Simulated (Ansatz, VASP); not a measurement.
# One calculation of TiN, two programs

```
CELL_PARAMETERS angstrom
0.00000 2.08573 2.08573
2.08573 0.00000 2.08573
2.08573 2.08573 0.00000
ATOMIC_POSITIONS crystal
Ti 0.00000 0.00000 0.00000
N 0.50000 0.50000 0.50000
```

Alike in both runs: functional LDA; k mesh 18 × 18 × 18; occupations gaussian, width 0.1 eV; no spin polarisation.

Ansatz relaxed the structure, and its values are those at the end. VASP's run is a single point on that final structure, the one shown.

```csv
,VASP,Ansatz
version,VASP 6.6.1,Ansatz 0.2.0
potentials or method,"VASP PAW LDA potentials, release 64 (Ti_sv, N_h), cutoff 1330 eV","scalar-relativistic, plane waves, PAW"
valence electrons in the cell,17,17
```

Ansatz gave:

- gap on the k mesh at the Fermi level (eV): none
- pressure (GPa): 0.0

Task: Estimate VASP's values.

Result: gap on the k mesh at the Fermi level (eV): none; pressure (GPa): 1.0.

LDA's correlation is that of Perdew and Zunger in VASP and of Perdew and Wang (1992) in Ansatz. A gap of «none» marks a metal or a gap that the smearing closes.
